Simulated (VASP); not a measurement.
Write the native input for VASP 6.6.1 that does the following.

| Property | Result |
| --- | --- |
| Task | single point |
| Functional | r2SCAN |
| Potentials or basis | VASP PAW PBE potentials, release 64 (Si, C) |
| Cutoff | 520 eV |
| k mesh | 12 × 12 × 6 |
| Occupations | gaussian, width 0.05 eV |
| Spin | no spin polarisation |
| Dipole correction | no |
| Further INCAR settings | ALGO = Normal; EDIFF = 1e-07; NBANDS = 16 |

SiC:

```
Si C
1.0
     3.24638    0.00000    0.00000
    -1.62319    2.81145    0.00000
     0.00000    0.00000    4.52981
Si C
2 2
Direct
  0.33333 0.66667 0.00460
  0.66667 0.33333 0.50460
  0.33333 0.66667 0.38040
  0.66667 0.33333 0.88040
```

This cell differs from its parent crystal: ratio of the length along z to the lengths across it x 0.85, volume and fractional coordinates fixed.

These files were run (other wordings do the same):

POSCAR

```
SiC
1.0
    3.2463824767      0.0000000000      0.0000000000
   -1.6231912383      2.8114496952      0.0000000000
    0.0000000000      0.0000000000      4.5298065086
Si C
2 2
Direct
    0.3333333333      0.6666666667      0.0046028828
    0.6666666667      0.3333333333      0.5046028828
    0.3333333333      0.6666666667      0.3803971172
    0.6666666667      0.3333333333      0.8803971172
```

INCAR.step1

```
ALGO     = Normal         # electronic algorithm
EDIFF    = 1E-4           # SCF threshold, eV
ENCUT    = 520            # plane-wave cutoff, eV
GGA      = PE             # functional
ISMEAR   = 0              # smearing method
LASPH    = T              # aspherical terms in the spheres
LCHARG   = F              # write CHGCAR
LREAL    = F              # projectors in reciprocal space
LWAVE    = T              # write WAVECAR
NBANDS   = 16             # bands
NELM     = 60             # most SCF steps
PREC     = Accurate       # precision mode
SIGMA    = 0.05           # smearing width, eV
```

INCAR.step2

```
ALGO     = Normal         # electronic algorithm
EDIFF    = 1E-7           # SCF threshold, eV
ENCUT    = 520            # plane-wave cutoff, eV
ISIF     = 2              # what is computed and relaxed
ISMEAR   = 0              # smearing method
ISTART   = 1            
LASPH    = T              # aspherical terms in the spheres
LCHARG   = F              # write CHGCAR
LMIXTAU  = T            
LREAL    = F              # projectors in reciprocal space
LWAVE    = F              # write WAVECAR
METAGGA  = R2SCAN         # meta-GGA
NBANDS   = 16             # bands
NELM     = 60             # most SCF steps
PREC     = Accurate       # precision mode
SIGMA    = 0.05           # smearing width, eV
```

KPOINTS

```
k-points
0
Gamma
  12 12 6
```

Potentials or basis: VASP PAW PBE potentials, release 64 (Si, C).

Launch:

```bash
$ cat potpaw_PBE.64/Si/POTCAR potpaw_PBE.64/C/POTCAR > POTCAR
$ cp INCAR.step1 INCAR
$ mpirun -np 1 vasp_std > vasp.out
$ cp INCAR.step2 INCAR
$ mpirun -np 1 vasp_std > vasp.out
```

It gave:

```yaml
Pressure: 7.6 GPa
Largest_force: 3.131 eV/Å
Band_gap_on_the_k_mesh: 1.85 eV, indirect (least direct gap 2.70 eV)
```

Caveat: the PAW data sets were made with another functional, which shifts forces and pressure a little.

It took 84 s on 1 thread of AMD EPYC 9R45 96-Core Processor (Zen 5) (shared host), peak memory 0.15 GiB.
